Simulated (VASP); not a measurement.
Set up this calculation in VASP 6.6.1, as the native input.

```yaml
Task: single point
Functional: LDA
Potentials_or_basis: VASP PAW LDA potentials, release 64 (B, P)
Cutoff: 500 eV
k_mesh: 10 × 10 × 10
Occupations: gaussian, width 0.05 eV
Spin: no spin polarisation
Dipole_correction: no
Further_INCAR_settings: ALGO = Normal; EDIFF = 1e-06; NBANDS = 11
```

The structure of BP lies in POSCAR:

```
BP
1.0
    0.0000000000      2.2690000000      2.0874800000
    2.2690000000      0.0000000000      2.0874800000
    2.2690000000      2.2690000000      0.0000000000
B P
1 1
Direct
    0.0000000000      0.0000000000      0.0000000000
    0.7500000000      0.7500000000      0.7500000000
```

This cell differs from its parent crystal: strain +0.000 along x and y, -0.080 along z.

The input as run:

INCAR

```
PREC = Accurate ; ENCUT = 500
EDIFF = 1E-6 ; ISMEAR = 0
SIGMA = 0.05 ; LREAL = False
LASPH = True ; NELM = 120
ALGO = Normal ; ISIF = 2
LWAVE = False ; LCHARG = False
NBANDS = 11 ; GGA_COMPAT = False
```

KPOINTS

```
regular mesh
0
Gamma
  10 10 10
```

Potentials or basis: VASP PAW LDA potentials, release 64 (B, P).

The run is started by

```sh
$ cat potpaw_LDA.64/B/POTCAR potpaw_LDA.64/P/POTCAR > POTCAR
$ mpirun -np 1 vasp_std > vasp.out
```

It gave:

```yaml
Pressure: 9.6 GPa
Band_gap_on_the_k_mesh: zero (band 4 reaches 8.96 eV, above the bottom of band 5 at 8.78 eV)
```

Caveat: the cell differs from its parent crystal (strain +0.000 along x and y, -0.080 along z).

It took 11 s on 1 thread of AMD EPYC 9R45 96-Core Processor (Zen 5), on a shared host, peak memory 0.1 GiB.
